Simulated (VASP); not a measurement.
# MgS (Fm-3m) in VASP: notebook

Runs on MgS. Level: r2SCAN. Tasks: single point.

Everything below comes from runs of VASP 6.6.1. Logs are shortened: lines on timing, memory, paths and dates and some standing lists are left out, and cuts for length are marked.

### Step 1. The cell of the first run

The structure is cubic, space group Fm-3m (No. 225). Conventional cell: a = 4.964 Å, b = 4.964 Å, c = 4.964 Å, α = 90.00°, β = 90.00°, γ = 90.00°. Within 3.3 Å of Mg (site symmetry m-3m) lie 6 S at 2.48 Å. Within 3.3 Å of S (site symmetry m-3m) lie 6 Mg at 2.48 Å.

### Step 2. Single point, r2SCAN

The input, POSCAR:

```
MgS
1.0
    0.0000000000      2.4817635144      2.4817635144
    2.4817635144      0.0000000000      2.4817635144
    2.4817635144      2.4817635144      0.0000000000
Mg S
1 1
Direct
    0.0000000000      0.0000000000      0.0000000000
    0.5000000000      0.5000000000      0.5000000000
```

The input, INCAR.step1:

```
SYSTEM = MgS
ALGO = Normal
EDIFF = 1E-4
ENCUT = 520
GGA = PE
ISMEAR = 0
LASPH = .True.
LCHARG = .False.
LREAL = .False.
LWAVE = .True.
NBANDS = 11
NELM = 60
PREC = Accurate
SIGMA = 0.01
```

The input, INCAR.step2:

```
SYSTEM = MgS
ALGO = Normal
EDIFF = 1E-7
ENCUT = 520
ISIF = 2
ISMEAR = 0
ISTART = 1
LASPH = .True.
LCHARG = .False.
LMIXTAU = .True.
LREAL = .False.
LWAVE = .False.
METAGGA = R2SCAN
NBANDS = 11
NELM = 60
PREC = Accurate
SIGMA = 0.01
```

The input, KPOINTS:

```
k-points
0
Gamma
  8 8 8
  0 0 0
```

Potentials or basis: VASP PAW PBE potentials, release 64 (Mg, S).

On the command line:

```
$ cat potpaw_PBE.64/Mg/POTCAR potpaw_PBE.64/S/POTCAR > POTCAR
$ cp INCAR.step1 INCAR
$ mpirun -np 1 vasp_std > vasp.out
$ cp INCAR.step2 INCAR
$ mpirun -np 1 vasp_std > vasp.out
```

OUTCAR:

```text
SYSTEM = MgS
   EDIFF = 1E-7
   ENCUT = 520
   ISIF = 2
   ISMEAR = 0
   ISTART = 1
   LASPH = .True.
   LREAL = .False.
   METAGGA = R2SCAN
   NELM = 60
   PREC = Accurate

 ion  position               nearest neighbor table
   1  0.000  0.000  0.000-   2 2.48   2 2.48   2 2.48   2 2.48   2 2.48   2 2.48
   2  0.500  0.500  0.500-   1 2.48   1 2.48   1 2.48   1 2.48   1 2.48   1 2.48

  LATTYP: Found a face centered cubic cell.
 ALAT       =     4.9635270288

  Lattice vectors:

 A1 = (   0.0000000000,   2.4817635144,   2.4817635144)
 A2 = (   2.4817635144,   0.0000000000,   2.4817635144)
 A3 = (   2.4817635144,   2.4817635144,   0.0000000000)

Analysis of symmetry for initial positions (statically):
=====================================================================
 Subroutine PRICEL returns:
 Original cell was already a primitive cell.

 Routine SETGRP: Setting up the symmetry group for a
 face centered cubic supercell.

 Subroutine GETGRP returns: Found 48 space group operations
 (whereof 48 operations were pure point group operations)
 out of a pool of 48 trial point group operations.

The static configuration has the point symmetry O_h .

Analysis of symmetry for dynamics (positions and initial velocities):
=====================================================================
 Subroutine PRICEL returns:
 Original cell was already a primitive cell.

 Routine SETGRP: Setting up the symmetry group for a
 face centered cubic supercell.

 Subroutine GETGRP returns: Found 48 space group operations
 (whereof 48 operations were pure point group operations)
 out of a pool of 48 trial point group operations.

The dynamic configuration has the point symmetry O_h .

 Subroutine INISYM returns: Found 48 space group operations
 (whereof 48 operations are pure point group operations),
 and found     1 'primitive' translations

----------------------------------------------------------------------------------------

                                     Primitive cell

  volume of cell :      30.5711

  direct lattice vectors                    reciprocal lattice vectors
     0.000000000  2.481763514  2.481763514    -0.201469639  0.201469639  0.201469639
     2.481763514  0.000000000  2.481763514     0.201469639 -0.201469639  0.201469639
     2.481763514  2.481763514  0.000000000     0.201469639  0.201469639 -0.201469639

  length of vectors
     3.509743621  3.509743621  3.509743621     0.348955651  0.348955651  0.348955651

  position of ions in fractional coordinates (direct lattice)
     0.000000000  0.000000000  0.000000000
     0.500000000  0.500000000  0.500000000

  ion indices of the primitive-cell ions
   primitive index   ion index
                 1           1
                 2           2

----------------------------------------------------------------------------------------

 KPOINTS: k-points

Automatic generation of k-mesh.
 Grid dimensions read from file:
 generate k-points for:    8    8    8

 Generating k-lattice:

  Cartesian coordinates                     Fractional coordinates (reciprocal lattice)
    -0.025183705  0.025183705  0.025183705     0.125000000  0.000000000  0.000000000
     0.025183705 -0.025183705  0.025183705     0.000000000  0.125000000  0.000000000
     0.025183705  0.025183705 -0.025183705     0.000000000  0.000000000  0.125000000

  Length of vectors
     0.043619456  0.043619456  0.043619456

  Shift w.r.t. Gamma in fractional coordinates (k-lattice)
     0.000000000  0.000000000  0.000000000

 Subroutine IBZKPT returns following result:
 ===========================================

 Found     29 irreducible k-points:

 Following reciprocal coordinates:
            Coordinates               Weight
  0.000000  0.000000  0.000000      1.000000
  0.125000  0.000000  0.000000      8.000000
  0.250000  0.000000  0.000000      8.000000
  0.375000  0.000000  0.000000      8.000000
  0.500000  0.000000  0.000000      4.000000
  0.125000  0.125000  0.000000      6.000000
[... 16 lines left out ...]
  0.500000  0.250000  0.125000     48.000000
 -0.375000  0.250000  0.125000     24.000000
 [... further k-points ...]
   k-points           NKPTS =     29   k-points in BZ     NKDIM =     29   number of bands    NBANDS=     11
   number of dos      NEDOS =    301   number of ions     NIONS =      2
   total plane-waves  NPLWV =  21952
   dimension x,y,z NGX =    28 NGY =   28 NGZ =   28
   dimension x,y,z NGXF=    56 NGYF=   56 NGZF=   56
   ions per type =               1   1
   NGX,Y,Z   is equivalent  to a cutoff of  13.26, 13.26, 13.26 a.u.
   NGXF,Y,Z  is equivalent  to a cutoff of  26.53, 26.53, 26.53 a.u.
 SYSTEM =  MgS
   PREC   = accura    normal or accurate (medium, high low for compatibility)
   ISTART =      1    job   : 0-new  1-cont  2-samecut
   ICHARG =      0    charge: 1-file 2-atom 10-const
   ISPIN  =      1    spin polarized calculation?
   LNONCOLLINEAR =      F non collinear calculations
   LSORBIT =      F    spin-orbit coupling
   LASPH  =      T    aspherical Exc in radial PAW
   ENCUT  =  520.0 eV  38.22 Ry    6.18 a.u.   6.53  6.53  6.53*2*pi/ulx,y,z
   NELM   =     60;   NELMIN=  2; NELMDL=  0     # of ELM steps
   EDIFF  = 0.1E-06   stopping-criterion for ELM
   LREAL  =      F    real-space projection
   EDIFFG = 0.1E-05   stopping-criterion for IOM
   NSW    =      0    number of steps for IOM
   IBRION =     -1    ionic relax: 0-MD 1-quasi-New 2-CG
   NFREE  =      0    steps in history (QN), initial steepest desc. (CG)
   ISIF   =      2    stress and relaxation
   ISYM   =      2    0-nonsym 1-usesym 2-fastsym
   POTIM  = 0.5000    time-step for ionic-motion
   TEBEG  =    0.0;   TEEND  =   0.0 temperature during run
   PSTRESS=    0.0 pullay stress
   NELECT =       8.0000    total number of electrons
   NUPDOWN=      -1.0000    fix difference up-down
   EMIN   =  10.00;   EMAX   =-10.00  energy-range for DOS
   EFERMI =   0.00;   METHOD = LEGACY
   ISMEAR =     0;   SIGMA  =   0.01  broadening in eV -4-tet -1-fermi 0-gaus
   EFERMI_NEDOS =   21; number of points for ismear=-14 and -15
   IALGO  =     38    algorithm
   IMIX   =      4    mixing-type and parameters
     AMIX     =   0.40;   BMIX     =  1.00
     AMIX_MAG =   1.60;   BMIX_MAG =  1.00
  volume/ion in A,a.u.               =      15.29       103.15
  Fermi-wavevector in a.u.,A,eV,Ry     =   1.047131  1.978791 14.918567  1.096484
  Thomas-Fermi vector in A             =   2.181998
   LORBIT       =      0    0 simple, 1 ext, 2 COOP (PROOUT), +10 PAW based schemes
   METAGGA = R2SCAN    functional components
   LHFCALC =     F    Hartree Fock is set to
   AEXX    =    0.0000 exact exchange contribution
   IVDW    =     0    specifies the selected vdW correction
   LEPSILON=     F    determine dielectric tensor
   LRPA    =     F    only Hartree local field effects (RPA)
 non-spin polarized calculation
 Gauss-broadening in eV      SIGMA  =   0.01
  energy-cutoff  :      520.00
  volume of cell :       30.57
 maximum number of plane-waves:       869
 NGX is ok and might be reduce to    28
   NGX = 13   NGY = 13   NGZ = 13

 number of electron       8.0000001 magnetization

 Free energy of the ion-electron system (eV)
  ---------------------------------------------------
  ext. energy  EPLUGINS =         0.00000000
  ---------------------------------------------------
  free energy    TOTEN  =       -15.33121516 eV

  energy without entropy =      -15.33121516  energy(sigma->0) =      -15.33121516

 E-fermi :   4.9575     XC(G=0): -10.7335

 val. band max:        4.8590341287   @ k =   0.0000   0.0000   0.0000
 cond. band min:       8.5844887973   @ k =   0.5000   0.5000   0.0000
 fundamental gap:      3.7254546686
 Fermi energy:         4.9574698879

 k-point     1 :       0.0000    0.0000    0.0000
  band No.  band energies     occupation
      1      -9.2395      2.00000
      2       4.8590      2.00000
      3       4.8590      2.00000
      4       4.8590      2.00000
      5      10.7766      0.00000
      6      13.2414      0.00000
      7      13.2414      0.00000
      8      13.2414      0.00000
      9      15.9330      0.00000
     10      15.9330      0.00000
     11      18.7647      0.00000

 k-point     2 :       0.1250    0.0000    0.0000
  band No.  band energies     occupation
      1      -9.0473      2.00000
      2       3.7294      2.00000
      3       4.7172      2.00000
      4       4.7172      2.00000
      5      11.3792      0.00000
      6      13.2017      0.00000
      7      13.5737      0.00000
      8      13.5737      0.00000
      9      15.4360      0.00000
     10      15.4360      0.00000
     11      19.6746      0.00000

 k-point     3 :       0.2500    0.0000    0.0000
  band No.  band energies     occupation
      1      -8.5193      2.00000
      2       1.6628      2.00000
      3       4.4126      2.00000
      4       4.4126      2.00000
      5      11.0009      0.00000
      6      13.3918      0.00000
      7      13.3918      0.00000
      8      15.0150      0.00000
      9      16.0730      0.00000
     10      16.0730      0.00000
     11      18.8928      0.00000

 k-point     4 :       0.3750    0.0000    0.0000
  band No.  band energies     occupation
      1      -7.8520      2.00000
      2      -0.1150      2.00000
      3       4.1483      2.00000
      4       4.1483      2.00000
      5      10.4597      0.00000
      6      12.7489      0.00000
      7      12.7489      0.00000
      8      17.3652      0.00000
      9      18.2418      0.00000
     10      18.2967      0.00000
     11      18.2967      0.00000

 k-point     5 :       0.5000    0.0000    0.0000
  band No.  band energies     occupation
      1      -7.5059      2.00000
      2      -0.8528      2.00000
      3       4.0479      2.00000
      4       4.0479      2.00000
      5      10.2687      0.00000
      6      12.4980      0.00000
      7      12.4981      0.00000
      8      17.6546      0.00000
      9      19.1293      0.00000
     10      20.5216      0.00000
     11      20.5216      0.00000
[... 211 lines left out ...]
 k-point    21 :       0.5000    0.5000    0.0000
  band No.  band energies     occupation
      1      -6.9960      2.00000
      2      -0.2303      2.00000
      3       2.7766      2.00000
      4       2.7766      2.00000
      5       8.5845      0.00000
      6       9.2818      0.00000
      7      18.7591      0.00000
      8      19.5522      0.00000
      9      20.9988      0.00000
     10      20.9988      0.00000
     11      22.1148      0.00000

 k-point    22 :       0.3750    0.2500    0.1250
  band No.  band energies     occupation
      1      -8.0988      2.00000
      2       1.3573      2.00000
      3       3.0293      2.00000
      4       3.9727      2.00000
      5      11.7973      0.00000
      6      11.9324      0.00000
      7      13.2143      0.00000
      8      15.5368      0.00000
      9      15.9958      0.00000
     10      19.3849      0.00000
     11      22.1562      0.00000

 k-point    23 :       0.5000    0.2500    0.1250
  band No.  band energies     occupation
      1      -7.5248      2.00000
      2       0.2680      2.00000
      3       2.3879      2.00000
      4       3.5862      2.00000
      5      11.4511      0.00000
      6      12.1738      0.00000
      7      13.6878      0.00000
      8      15.3046      0.00000
      9      18.0833      0.00000
     10      21.2073      0.00000
     11      22.0676      0.00000

 k-point    24 :      -0.3750    0.2500    0.1250
  band No.  band energies     occupation
      1      -7.2394      2.00000
      2      -0.2600      2.00000
      3       2.2235      2.00000
      4       3.3948      2.00000
      5      11.3705      0.00000
      6      11.9043      0.00000
      7      14.4064      0.00000
      8      15.7514      0.00000
      9      18.6068      0.00000
     10      20.6776      0.00000
     11      22.3329      0.00000

 [... further k-points ...]
[... 5 lines left out ...]
  --------------------------------------------------------------------------------------
  -------------------------------------------------------------------------------------
  Total        2.7589075      2.7589075      2.7589075     -0.0000000      0.0000000     -0.0000000
  in kB      144.5894280    144.5894280    144.5894280     -0.0000000      0.0000000     -0.0000000
  external PRESSURE =     144.5894280 kB  Pullay stress =       0.0000000 kB

 VOLUME and BASIS-vectors are now :
 -----------------------------------------------------------------------------
  energy-cutoff  :      520.00
  volume of cell :       30.57
      direct lattice vectors                 reciprocal lattice vectors
     0.000000000  2.481763514  2.481763514    -0.201469639  0.201469639  0.201469639
     2.481763514  0.000000000  2.481763514     0.201469639 -0.201469639  0.201469639
     2.481763514  2.481763514  0.000000000     0.201469639  0.201469639 -0.201469639

 POSITION                                       TOTAL-FORCE (eV/Angst)
 -----------------------------------------------------------------------------------
      0.00000      0.00000      0.00000         0.000000      0.000000      0.000000
      2.48176      2.48176      2.48176        -0.000000     -0.000000     -0.000000
 -----------------------------------------------------------------------------------
    total drift:                                0.000000      0.000000      0.000000

  FREE ENERGIE OF THE ION-ELECTRON SYSTEM (eV)
  ---------------------------------------------------
  free  energy   TOTEN  =       -15.3312151569 eV

  energy  without entropy=      -15.3312151569  energy(sigma->0) =      -15.33121516
```

Run time: 71 s. Hardware: 1 thread of AMD EPYC 7R43 (Zen 3), shared host; peak memory 0.13 GiB.

What came out:

| Quantity | Value |
| --- | --- |
| Free energy | -15.3312 eV |
| Pressure | 14.5 GPa |
| Band gap on the k mesh | 3.73 eV, indirect (least direct gap 5.81 eV) |

Caveat: the PAW data sets were made with another functional, which shifts forces and pressure a little. r2SCAN opens gaps a little over a GGA but as a rule still falls short of measured ones.

### Step 3. Single point, r2SCAN

This run uses another cell than the first one, of 15.90 Å³/atom, 1.040 times its volume.

The input, POSCAR:

```
MgS
1.0
    0.0000000000      2.5145486858      2.5145486858
    2.5145486858      0.0000000000      2.5145486858
    2.5145486858      2.5145486858      0.0000000000
Mg S
1 1
Direct
    0.0000000000      0.0000000000      0.0000000000
    0.5000000000      0.5000000000      0.5000000000
```

The input, INCAR.step1:

```
PREC = Accurate ; ENCUT = 520
ISMEAR = 0 ; SIGMA = 0.01
LREAL = False ; LASPH = True
NELM = 80 ; NBANDS = 11
GGA = PE ; ALGO = Normal
EDIFF = 1E-4 ; LWAVE = True
LCHARG = False
```

The input, INCAR.step2:

```
PREC = Accurate ; ENCUT = 520
EDIFF = 1E-6 ; ISMEAR = 0
SIGMA = 0.01 ; LREAL = False
LASPH = True ; NELM = 80
ALGO = Normal ; ISIF = 2
LWAVE = False ; LCHARG = False
METAGGA = R2SCAN ; LMIXTAU = True
NBANDS = 11 ; ISTART = 1
```

The input, KPOINTS:

```
regular mesh
0
Gamma
  8 8 8
```

Potentials or basis: VASP PAW PBE potentials, release 64 (Mg, S).

On the command line:

```
$ cat potpaw_PBE.64/Mg/POTCAR potpaw_PBE.64/S/POTCAR > POTCAR
$ cp INCAR.step1 INCAR
$ mpirun -np 1 vasp_std > vasp.out
$ cp INCAR.step2 INCAR
$ mpirun -np 1 vasp_std > vasp.out
```

OUTCAR:

```text
PREC = Accurate
   ENCUT = 520
   EDIFF = 1E-6
   ISMEAR = 0
   LREAL = False
   LASPH = True
   NELM = 80
   ISIF = 2
   METAGGA = R2SCAN
   ISTART = 1

 ion  position               nearest neighbor table
   1  0.000  0.000  0.000-   2 2.51   2 2.51   2 2.51   2 2.51   2 2.51   2 2.51
   2  0.500  0.500  0.500-   1 2.51   1 2.51   1 2.51   1 2.51   1 2.51   1 2.51

  LATTYP: Found a face centered cubic cell.
 ALAT       =     5.0290973716

  Lattice vectors:

 A1 = (   0.0000000000,   2.5145486858,   2.5145486858)
 A2 = (   2.5145486858,   0.0000000000,   2.5145486858)
[... 515 lines left out ...]
      8      15.1711      0.00000
      9      18.0340      0.00000
     10      19.8555      0.00000
     11      21.6327      0.00000

 [... further k-points ...]
[... 5 lines left out ...]
  --------------------------------------------------------------------------------------
  -------------------------------------------------------------------------------------
  Total        1.8796577      1.8796577      1.8796577      0.0000000      0.0000000     -0.0000000
  in kB       94.7063717     94.7063717     94.7063717      0.0000000      0.0000000     -0.0000000
  external PRESSURE =      94.7063717 kB  Pullay stress =       0.0000000 kB

 VOLUME and BASIS-vectors are now :
 -----------------------------------------------------------------------------
  energy-cutoff  :      520.00
  volume of cell :       31.80
      direct lattice vectors                 reciprocal lattice vectors
     0.000000000  2.514548686  2.514548686    -0.198842839  0.198842839  0.198842839
     2.514548686  0.000000000  2.514548686     0.198842839 -0.198842839  0.198842839
     2.514548686  2.514548686  0.000000000     0.198842839  0.198842839 -0.198842839

 POSITION                                       TOTAL-FORCE (eV/Angst)
 -----------------------------------------------------------------------------------
      0.00000      0.00000      0.00000        -0.000000     -0.000000      0.000000
      2.51455      2.51455      2.51455         0.000000      0.000000     -0.000000
 -----------------------------------------------------------------------------------
    total drift:                                0.000000      0.000000      0.000000

  FREE ENERGIE OF THE ION-ELECTRON SYSTEM (eV)
  ---------------------------------------------------
  free  energy   TOTEN  =       -15.4225876373 eV

  energy  without entropy=      -15.4225876373  energy(sigma->0) =      -15.42258764
```

OUTCAR.step1:

```text
PREC = Accurate
   ENCUT = 520
   ISMEAR = 0
   LREAL = False
   LASPH = True
[... 558 lines left out ...]
      0.00000      0.00000      0.00000        -0.000000     -0.000000      0.000000
      2.51455      2.51455      2.51455         0.000000      0.000000      0.000000
 -----------------------------------------------------------------------------------
    total drift:                                0.000000      0.000000      0.000000

  FREE ENERGIE OF THE ION-ELECTRON SYSTEM (eV)
  ---------------------------------------------------
  free  energy   TOTEN  =        -8.3863489413 eV

  energy  without entropy=       -8.3863489413  energy(sigma->0) =       -8.38634894
```

Run time: 62 s. Hardware: 1 thread of AMD EPYC 7R43 (Zen 3), shared host; peak memory 0.13 GiB.

Results:

```
Free energy            : -15.4226 eV
Pressure               : 9.5 GPa
Band gap on the k mesh : 3.65 eV, indirect (least direct gap 5.53 eV)
```

Caveat: the PAW data sets were made with another functional, which shifts forces and pressure a little.
